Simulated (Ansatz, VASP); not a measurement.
**Two plane-wave programs on Hf2F**

```
Hf F
1.0
     5.06389    0.00000    0.00000
    -2.53194    4.38546    0.00000
     0.00000    0.00000    2.80320
Hf F
2 1
Direct
  0.33333 0.66667 0.50000
  0.66667 0.33333 0.50000
  0.00000 0.00000 0.00000
```

Alike in both runs: functional PBE; k mesh 6 × 6 × 4; occupations gaussian, width 0.1 eV; no spin polarisation.

Ansatz relaxed the structure, and its values are those at the end. VASP's run is a single point on that final structure, the one shown.

|  | VASP | Ansatz |
| --- | --- | --- |
| version | VASP 6.6.1 | Ansatz 0.2.0 |
| potentials or method | VASP PAW PBE potentials, release 64 (Hf_pv, F), cutoff 520 eV | scalar-relativistic, plane waves, PAW |
| valence electrons in the cell | 27 | 59 |

|  | VASP | Ansatz | Ansatz less VASP |
| --- | --- | --- | --- |
| gap on the k mesh at the Fermi level (eV) | none | none | - |
| pressure (GPa) | -0.4 | 0.1 | +0.49 |

A gap of «none» marks a metal or a gap that the smearing closes. VASP's potentials hold 27 valence electrons a cell and Ansatz's 59, so a difference there can come from the potentials and not from the codes.

The k mesh is coarse, so the values compare programs but aren't converged. Spin-orbit coupling is off throughout.
